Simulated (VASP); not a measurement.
# SnO2 (Fm-3m) in VASP: further runs

The runs below take SnO2 through single point, with LDA, PBEsol.

Program: VASP 6.6.1. These are calculated values, not measurements. Logs are shortened: lines on timing, memory, paths and dates and some standing lists are left out, and cuts for length are marked.

### 1 The cell of the first run

The structure is cubic, space group Fm-3m (No. 225). Conventional cell: a = 5.079 Å, b = 5.079 Å, c = 5.079 Å, α = 90.00°, β = 90.00°, γ = 90.00°. Sn (site symmetry m-3m) has 8 O at 2.20 Å within 2.9 Å. Within 2.9 Å of O (site symmetry -43m) lie 4 Sn at 2.20 Å and 6 O at 2.54 Å.

### 2 Single point, LDA

Input file INCAR:

```
PREC     = Accurate       # precision mode
ENCUT    = 520            # plane-wave cutoff, eV
EDIFF    = 1E-6           # SCF threshold, eV
ISMEAR   = -1             # smearing method
SIGMA    = 0.05           # smearing width, eV
LREAL    = F              # projectors in reciprocal space
LASPH    = T              # aspherical terms in the spheres
NELM     = 60             # most SCF steps
ALGO     = Normal         # electronic algorithm
ISIF     = 2              # what is computed and relaxed
LWAVE    = F              # write WAVECAR
LCHARG   = T              # write CHGCAR
LELF     = T              # ELF
LVHAR    = T            
NBANDS   = 20             # bands
```

Input file KPOINTS:

```
regular mesh
0
Gamma
  9 9 9
```

Input file POSCAR:

```
SnO2
1.0
    0.0000000000      2.5393599245      2.5393599245
    2.5393599245      0.0000000000      2.5393599245
    2.5393599245      2.5393599245      0.0000000000
Sn O
1 2
Direct
    0.0000000000      0.0000000000      0.0000000000
    0.7500000000      0.7500000000      0.7500000000
    0.2500000000      0.2500000000      0.2500000000
```

Potentials or basis: VASP PAW LDA potentials, release 64 (Sn_d, O).

The run is started by

```console
cat potpaw_LDA.64/Sn_d/POTCAR potpaw_LDA.64/O/POTCAR > POTCAR
mpirun -np 1 vasp_std > vasp.out
```

OUTCAR:

```text
PREC = Accurate
   ENCUT = 520
   EDIFF = 1E-6
   ISMEAR = -1
   LREAL = F
   LASPH = T
   NELM = 60
   ISIF = 2

 ion  position               nearest neighbor table
   1  0.000  0.000  0.000-   2 2.20   3 2.20   2 2.20   2 2.20   2 2.20   3 2.20   3 2.20   3 2.20

   2  0.750  0.750  0.750-   1 2.20   1 2.20   1 2.20   1 2.20
   3  0.250  0.250  0.250-   1 2.20   1 2.20   1 2.20   1 2.20

  LATTYP: Found a face centered cubic cell.
 ALAT       =     5.0787198490

  Lattice vectors:

 A1 = (   0.0000000000,   2.5393599245,   2.5393599245)
 A2 = (   2.5393599245,   0.0000000000,   2.5393599245)
 A3 = (   2.5393599245,   2.5393599245,   0.0000000000)

Analysis of symmetry for initial positions (statically):
=====================================================================
 Subroutine PRICEL returns:
 Original cell was already a primitive cell.

 Routine SETGRP: Setting up the symmetry group for a
 face centered cubic supercell.

 Subroutine GETGRP returns: Found 48 space group operations
 (whereof 48 operations were pure point group operations)
 out of a pool of 48 trial point group operations.

The static configuration has the point symmetry O_h .

Analysis of symmetry for dynamics (positions and initial velocities):
=====================================================================
 Subroutine PRICEL returns:
 Original cell was already a primitive cell.

 Routine SETGRP: Setting up the symmetry group for a
 face centered cubic supercell.

 Subroutine GETGRP returns: Found 48 space group operations
 (whereof 48 operations were pure point group operations)
 out of a pool of 48 trial point group operations.

The dynamic configuration has the point symmetry O_h .

 Subroutine INISYM returns: Found 48 space group operations
 (whereof 48 operations are pure point group operations),
 and found     1 'primitive' translations

----------------------------------------------------------------------------------------

                                     Primitive cell

  volume of cell :      32.7494

  direct lattice vectors                    reciprocal lattice vectors
     0.000000000  2.539359924  2.539359924    -0.196900012  0.196900012  0.196900012
[... 82 lines left out ...]
   ISPIN  =      1    spin polarized calculation?
   LNONCOLLINEAR =      F non collinear calculations
   LSORBIT =      F    spin-orbit coupling
   LASPH  =      T    aspherical Exc in radial PAW
   ENCUT  =  520.0 eV  38.22 Ry    6.18 a.u.   6.68  6.68  6.68*2*pi/ulx,y,z
   NELM   =     60;   NELMIN=  2; NELMDL= -5     # of ELM steps
   EDIFF  = 0.1E-05   stopping-criterion for ELM
   LREAL  =      F    real-space projection
   EDIFFG = 0.1E-04   stopping-criterion for IOM
   NSW    =      0    number of steps for IOM
   IBRION =     -1    ionic relax: 0-MD 1-quasi-New 2-CG
   NFREE  =      0    steps in history (QN), initial steepest desc. (CG)
   ISIF   =      2    stress and relaxation
   ISYM   =      2    0-nonsym 1-usesym 2-fastsym
   POTIM  = 0.5000    time-step for ionic-motion
   TEBEG  =    0.0;   TEEND  =   0.0 temperature during run
   PSTRESS=    0.0 pullay stress
   NELECT =      26.0000    total number of electrons
   NUPDOWN=      -1.0000    fix difference up-down
   EMIN   =  10.00;   EMAX   =-10.00  energy-range for DOS
   EFERMI =   0.00;   METHOD = LEGACY
   ISMEAR =    -1;   SIGMA  =   0.05  broadening in eV -4-tet -1-fermi 0-gaus
   EFERMI_NEDOS =   21; number of points for ismear=-14 and -15
   IALGO  =     38    algorithm
   IMIX   =      4    mixing-type and parameters
     AMIX     =   0.40;   BMIX     =  1.00
     AMIX_MAG =   1.60;   BMIX_MAG =  1.00
  volume/ion in A,a.u.               =      10.92        73.67
  Fermi-wavevector in a.u.,A,eV,Ry     =   1.515881  2.864599 31.264749  2.297894
  Thomas-Fermi vector in A             =   2.625345
   LORBIT       =      0    0 simple, 1 ext, 2 COOP (PROOUT), +10 PAW based schemes
   GGA     = CA    functional components
   LHFCALC =     F    Hartree Fock is set to
   AEXX    =    0.0000 exact exchange contribution
   IVDW    =     0    specifies the selected vdW correction
   LEPSILON=     F    determine dielectric tensor
   LRPA    =     F    only Hartree local field effects (RPA)
 non-spin polarized calculation
  energy-cutoff  :      520.00
  volume of cell :       32.75
 maximum number of plane-waves:       899
   NGX = 13   NGY = 13   NGZ = 13

 number of electron      25.9999985 magnetization

 Free energy of the ion-electron system (eV)
  ---------------------------------------------------
  ext. energy  EPLUGINS =         0.00000000
  ---------------------------------------------------
  free energy    TOTEN  =       -20.50280141 eV

  energy without entropy =      -20.50225134  energy(sigma->0) =      -20.50252638

 E-fermi :   7.7923     XC(G=0): -12.4007

 val. band max:        7.7855692559   @ k =   0.0000   0.0000   0.0000
 cond. band min:       8.9312076086   @ k =   0.1111   0.0000   0.0000
 fundamental gap:      1.1456383528
 Fermi energy:         7.7922738471

 k-point     1 :       0.0000    0.0000    0.0000
  band No.  band energies     occupation
      1     -12.8007      2.00000
      2     -12.8007      2.00000
      3     -12.8007      2.00000
      4     -12.6332      2.00000
      5     -12.6332      2.00000
      6     -11.8360      2.00000
[... 541 lines left out ...]
     19      24.5387      0.00000
     20      25.4296      0.00000

 [... further k-points ...]

------------------------ aborting loop because EDIFF is reached ----------------------------------------

  FORCE on cell =-STRESS in cart. coord.  units (eV):
  Direction    XX          YY          ZZ          XY          YZ          ZX
  --------------------------------------------------------------------------------------
  -------------------------------------------------------------------------------------
  Total       -0.8276856     -0.8276856     -0.8276856      0.0000000     -0.0000000      0.0000000
  in kB      -40.4923710    -40.4923710    -40.4923710      0.0000000     -0.0000000      0.0000000
  external PRESSURE =     -40.4923710 kB  Pullay stress =       0.0000000 kB

 VOLUME and BASIS-vectors are now :
 -----------------------------------------------------------------------------
  energy-cutoff  :      520.00
  volume of cell :       32.75
      direct lattice vectors                 reciprocal lattice vectors
     0.000000000  2.539359924  2.539359924    -0.196900012  0.196900012  0.196900012
     2.539359924  0.000000000  2.539359924     0.196900012 -0.196900012  0.196900012
     2.539359924  2.539359924  0.000000000     0.196900012  0.196900012 -0.196900012

 POSITION                                       TOTAL-FORCE (eV/Angst)
 -----------------------------------------------------------------------------------
      0.00000      0.00000      0.00000         0.000000     -0.000000      0.000000
      3.80904      3.80904      3.80904         0.000000     -0.000000     -0.000000
      1.26968      1.26968      1.26968        -0.000000      0.000000     -0.000000
 -----------------------------------------------------------------------------------
    total drift:                               -0.000000     -0.000000      0.000000

  FREE ENERGIE OF THE ION-ELECTRON SYSTEM (eV)
  ---------------------------------------------------
  free  energy   TOTEN  =       -20.5028014094 eV

  energy  without entropy=      -20.5022513431  energy(sigma->0) =      -20.50252638
```

OSZICAR:

```text
N       E                     dE             d eps       ncg     rms          rms(c)
DAV:   1     0.239785125748E+03    0.23979E+03   -0.13539E+04  1520   0.203E+03
DAV:   2     0.183279912505E+01   -0.23795E+03   -0.22705E+03  1548   0.504E+02
DAV:   3    -0.229506977443E+02   -0.24783E+02   -0.24526E+02  1628   0.135E+02
DAV:   4    -0.236164050828E+02   -0.66571E+00   -0.66518E+00  1560   0.230E+01
DAV:   5    -0.236311971150E+02   -0.14792E-01   -0.14791E-01  1776   0.355E+00    0.107E+01
DAV:   6    -0.205599940678E+02    0.30712E+01   -0.10689E+01  2160   0.576E+01    0.400E+00
DAV:   7    -0.205454067271E+02    0.14587E-01   -0.65940E-01  1504   0.595E+00    0.192E+00
DAV:   8    -0.205067450927E+02    0.38662E-01   -0.84960E-02  1616   0.265E+00    0.364E-01
DAV:   9    -0.205027316526E+02    0.40134E-02   -0.11436E-02  2120   0.155E+00    0.703E-02
DAV:  10    -0.205028069445E+02   -0.75292E-04   -0.79760E-04  1584   0.356E-01    0.270E-02
DAV:  11    -0.205028021897E+02    0.47548E-05   -0.68885E-05  2188   0.141E-01    0.164E-02
DAV:  12    -0.205028014094E+02    0.78032E-06   -0.68929E-06  1780   0.257E-02
   1 F= -.20502801E+02 E0= -.20502526E+02  d E =-.550066E-03
```

It took 20 s on 1 thread of Intel Xeon 6975P-C, shared host; peak memory 0.15 GiB.

What came out:

```
Free energy : -20.5028 eV
Pressure    : -4.0 GPa
```

Levels at points of the mesh, in eV from the Fermi level:
| k point | band 11 | band 12 | band 13 | band 14 | band 15 | band 16 |
| --- | --- | --- | --- | --- | --- | --- |
| (0.00, 0.00, 0.00) | -1.57 | -1.57 | -1.57 | -0.01 | 6.68 | 6.68 |

Caveat: spin-orbit coupling is left out, which moves the levels of the heavy elements.

### 3 Single point, LDA

This run uses another cell than the first one, of 11.14 Å³/atom, 1.021 times its volume.

Input file INCAR:

```
ALGO = Normal ; EDIFF = 1E-7
ENCUT = 520 ; ISIF = 2
ISMEAR = -1 ; LASPH = True
LCHARG = False ; LREAL = False
LWAVE = False ; NBANDS = 20
NELM = 80 ; PREC = Accurate
SIGMA = 0.05
```

Input file KPOINTS:

```
k-points
0
Gamma
  9 9 9
```

Input file POSCAR:

```
SnO2
1.0
    0.0000000000      2.5568733049      2.5568733049
    2.5568733049      0.0000000000      2.5568733049
    2.5568733049      2.5568733049      0.0000000000
Sn O
1 2
Direct
    0.0000000000      0.0000000000      0.0000000000
    0.7500000000      0.7500000000      0.7500000000
    0.2500000000      0.2500000000      0.2500000000
```

Potentials or basis: VASP PAW LDA potentials, release 64 (Sn_d, O).

The run is started by

```console
cat potpaw_LDA.64/Sn_d/POTCAR potpaw_LDA.64/O/POTCAR > POTCAR
mpirun -np 1 vasp_std > vasp.out
```

It took 21 s on 1 thread of Intel Xeon 6975P-C, shared host; peak memory 0.15 GiB.

It converged, with:

- Free energy: -20.4785 eV
- Pressure: -7.9 GPa

Levels at points of the mesh, in eV from the Fermi level:
```tsv
k point	band 9	band 10	band 11	band 12	band 13	band 14	band 15	band 16	band 17	band 18
(0.00, 0.00, 0.00)	-2.99	-2.99	-1.50	-1.50	-1.50	-0.18	6.64	6.64	6.64	12.77
```

Caveat: spin-orbit coupling is left out, which moves the levels of the heavy elements.

### 4 Single point, LDA

This run uses another cell than the first one, of 11.37 Å³/atom, 1.042 times its volume.

Input file INCAR:

```
SYSTEM = SnO2
PREC = Accurate
ENCUT = 520
EDIFF = 1E-6
ISMEAR = -1
SIGMA = 0.05
LREAL = .FALSE.
LASPH = .TRUE.
NELM = 60
ALGO = Normal
ISIF = 2
LWAVE = .FALSE.
LCHARG = .TRUE.
GGA = CA
LELF = .TRUE.
LVHAR = .TRUE.
NBANDS = 20
```

Input file KPOINTS:

```
regular mesh
0
G
  9 9 9
  0 0 0
```

Input file POSCAR:

```
SnO2
1.0
    0.0000000000      2.5741500000      2.5741500000
    2.5741500000      0.0000000000      2.5741500000
    2.5741500000      2.5741500000      0.0000000000
Sn O
1 2
Direct
    0.0000000000      0.0000000000      0.0000000000
    0.7500000000      0.7500000000      0.7500000000
    0.2500000000      0.2500000000      0.2500000000
```

The run is started by

```console
cat potpaw_LDA.64/Sn_d/POTCAR potpaw_LDA.64/O/POTCAR > POTCAR
mpirun -np 1 vasp_std > vasp.out
```

It took 20 s on 1 thread of Intel Xeon 6975P-C, shared host; peak memory 0.15 GiB.

Results (log left out):

- Free energy: -20.4380 eV
- Pressure: -11.5 GPa
- Band gap on the k mesh: zero (band 13 reaches 6.96 eV, above the bottom of band 14 at 6.80 eV)

Levels at points of the mesh, in eV from the Fermi level:
| k point | band 9 | band 10 | band 11 | band 12 | band 13 | band 14 | band 15 | band 16 | band 17 | band 18 |
| --- | --- | --- | --- | --- | --- | --- | --- | --- | --- | --- |
| (0.00, 0.00, 0.00) | -2.93 | -2.93 | -1.47 | -1.47 | -1.47 | -0.38 | 6.58 | 6.58 | 6.58 | 12.64 |

Caveat: spin-orbit coupling is left out, which moves the levels of the heavy elements.

### 5 Single point, PBEsol

This run uses another cell than the first one, of 11.37 Å³/atom, 1.042 times its volume.

Input file INCAR:

```
PREC = Accurate ; ENCUT = 520
EDIFF = 1E-6 ; ISMEAR = -1
SIGMA = 0.05 ; LREAL = F
LASPH = T ; NELM = 60
ALGO = Normal ; ISIF = 2
LWAVE = F ; LCHARG = F
GGA = PS ; NBANDS = 20
```

Input file KPOINTS:

```
regular mesh
0
Gamma
  9 9 9
```

POSCAR is that of step 4.

Potentials or basis: VASP PAW PBE potentials, release 64 (Sn_d, O).

The run is started by

```console
cat potpaw_PBE.64/Sn_d/POTCAR potpaw_PBE.64/O/POTCAR > POTCAR
mpirun -np 1 vasp_std > vasp.out
```

It took 22 s on 1 thread of Intel Xeon 6975P-C, shared host; peak memory 0.17 GiB.

It converged, with:

```
Free energy            : -19.1536 eV
Pressure               : -6.5 GPa
Band gap on the k mesh : zero (band 13 reaches 7.13 eV, above the bottom of band 14 at 6.95 eV)
```

Levels at points of the mesh, in eV from the Fermi level:
```tsv
k point	band 10	band 11	band 12	band 13	band 14	band 15	band 16	band 17
(0.00, 0.00, 0.00)	-2.95	-1.46	-1.46	-1.46	-0.39	6.68	6.68	6.68
```

Caveat: the PAW data sets were made with another functional, which shifts forces and pressure a little; spin-orbit coupling is left out, which moves the levels of the heavy elements.

### 6 Overview

```tsv
level	potentials or basis	cell	gap on the mesh (eV)	pressure (GPa)
LDA	VASP PAW LDA potentials, release 64 (Sn_d, O)	a = 3.591 Å, angles 60.0°, 3 atoms	-	-4.0
LDA	VASP PAW LDA potentials, release 64 (Sn_d, O)	a = 3.616 Å, angles 60.0°, 3 atoms	-	-7.9
LDA	VASP PAW LDA potentials, release 64 (Sn_d, O)	a = 3.640 Å, angles 60.0°, 3 atoms	none	-11.5
PBEsol	VASP PAW PBE potentials, release 64 (Sn_d, O)	a = 3.640 Å, angles 60.0°, 3 atoms	none	-6.5
```

Alike in all rows: task single point; no spin polarisation; k mesh 9 × 9 × 9; cutoff (eV) 520; smearing fermi-dirac 0.05 eV.

Caveats: spin-orbit coupling is left out, which moves the levels of the heavy elements; the PAW data sets were made with another functional, which shifts forces and pressure a little (some runs).

Total energies depend on the potentials used, so only differences within one code and one set of settings carry meaning.
